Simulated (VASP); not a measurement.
Here is a VASP 6.6.1 calculation.

File INCAR:

```
  ALGO = Normal
  EDIFF = 1E-6
  ENCUT = 520
  GGA = PE
  ISIF = 2
  ISMEAR = -1
  LASPH = T
  LCHARG = T
  LELF = T
  LREAL = F
  LVHAR = T
  LWAVE = F
  NBANDS = 44
  NELM = 60
  PREC = Accurate
  SIGMA = 0.05
```

Contents of KPOINTS:

```
k-points
0
Gamma
  9 9 9
```

POSCAR

```
SiO2
1.0
   -2.8378980000      2.8378980000      5.6602100000
    2.8378980000     -2.8378980000      5.6602100000
    2.8378980000      2.8378980000     -5.6602100000
Si O
4 8
Direct
    0.8750000000      0.2636180000      0.8886180000
    0.0136180000      0.6250000000      0.8886180000
    0.7363820000      0.1250000000      0.1113820000
    0.3750000000      0.9863820000      0.1113820000
    0.6337270000      0.1337270000      0.5000000000
    0.4678770000      0.9678770000      0.9357540000
    0.0321230000      0.5321230000      0.0642460000
    0.1162730000      0.1162730000      0.0000000000
    0.8837270000      0.8837270000      0.0000000000
    0.8662730000      0.3662730000      0.5000000000
    0.2821230000      0.7178770000      0.0000000000
    0.7178770000      0.2821230000      0.0000000000
```

Potentials or basis: VASP PAW PBE potentials, release 64 (Si, O).

Launch:

```bash
$ cat potpaw_PBE.64/Si/POTCAR potpaw_PBE.64/O/POTCAR > POTCAR
$ mpirun -np 1 vasp_std > vasp.out
```

(1) Predict the largest force.

(2) Estimate the band gap on the k mesh.

(3) Predict the pressure.

## Answers

(1) 0.010 eV/Å.

(2) 4.84 eV, direct.

(3) 0.1 GPa.
